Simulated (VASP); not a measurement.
A run of VASP 6.6.1 is set up as follows.

File INCAR:

```
SYSTEM = H18CO9
  ALGO = Normal
  EDIFF = 1E-6
  ENCUT = 520
  GGA = PE
  ISIF = 2
  ISMEAR = -1
  IVDW = 12
  LASPH = .TRUE.
  LCHARG = .FALSE.
  LREAL = Auto
  LWAVE = .FALSE.
  NBANDS = 58
  NELM = 100
  PREC = Accurate
  SIGMA = 0.02
```

The input KPOINTS:

```
k-points
0
G
  1 1 1
  0 0 0
```

POSCAR

```
H18CO9
1.0
    6.9180930000      0.0000000000      0.0000000000
    0.0000000000      6.9180930000      0.0000000000
    0.0000000000      0.0000000000      6.9180930000
O H C
9 18 1
Direct
    0.4041431649      0.7590386541      0.5094033862
    0.8725815048      0.7042258611      0.0836068552
    0.3089435196      0.1065033384      0.9024741356
    0.9806893316      0.3833570899      0.3346876083
    0.4662412026      0.7668876380      0.1279543365
   -0.0292277077      0.8129986110      0.7365902713
    1.0401565865      0.9527481056      0.3571504459
    0.3594343123      0.5261565579      0.8371960308
    0.5992547368      0.2742952429      0.5388334618
    0.2803807350      0.7419674757      0.4620059314
    0.4129172591      0.6659494170      0.6094164967
    0.9191116685      0.8014491855      0.1844583471
    0.7377032948      0.7129421359      0.1150606099
    0.2752781728      0.2457324584      0.9176083640
    0.1866554844      0.0685159913      0.8426744191
    0.9539912227      0.4751743002      0.2331711933
    0.8584157513      0.3787315377      0.4085229846
    0.4663423866      0.7472290413      0.2774897649
    0.4296848857      0.9040352594      0.1013140471
    0.0931181469      0.7542685535      0.7838287227
   -0.1019066960      0.8018683762      0.8605117046
    0.9491922124      0.9369778637      0.4678312362
    1.0228396756      1.0904883759      0.3271710860
    0.3946607830      0.6102982426      0.9530516574
    0.4887184951      0.4617601989      0.8060169182
    0.3090736132      0.2338939358      0.5636958046
    0.4363630266      0.1247598146      0.3500097498
    0.4488231078      0.2105204426      0.4845988627
```

Potentials or basis: VASP PAW PBE potentials, release 64 (O, H, C).

Command:

```sh
$ cat potpaw_PBE.64/O/POTCAR potpaw_PBE.64/H/POTCAR potpaw_PBE.64/C/POTCAR > POTCAR
$ mpirun -np 1 vasp_gam > vasp.out
```

Problem. Predict the pressure.

Solution. -0.1 GPa.

Problem. What does it give for the band gap on the k mesh?

Solution. 3.98 eV.

Forces on the atoms (eV/Å):
```
O    2.414  1.296 -0.698
O    0.915  0.685  1.333
O   -0.874  0.976  0.177
O   -0.342 -0.811  0.909
O    0.207  0.434  1.206
O    0.855  0.005  0.549
O   -1.037  0.099  0.340
O    2.005 -0.438  0.300
O    2.315  1.219  0.991
H   -3.026  0.043 -0.924
H    0.228 -1.163  1.594
H    0.573 -0.433 -0.654
H   -1.582 -0.180 -0.299
H    0.805 -0.312  0.171
H    0.001 -0.835 -0.086
H   -0.109  0.657 -0.745
H    0.424 -0.111 -0.144
H   -0.181  0.391 -1.368
H    0.059 -0.817 -0.001
H   -0.555  0.178 -0.734
H   -0.067 -0.093 -0.238
H    0.801 -0.280 -0.107
H    0.189  0.218 -0.249
H   -0.251 -0.273 -0.486
H   -1.553  0.535  0.256
H    0.357  0.006 -0.204
H    0.061 -0.086 -0.117
C   -2.631 -0.908 -0.773
```

Caveat: the k points lie up to 0.91 Å⁻¹ apart.
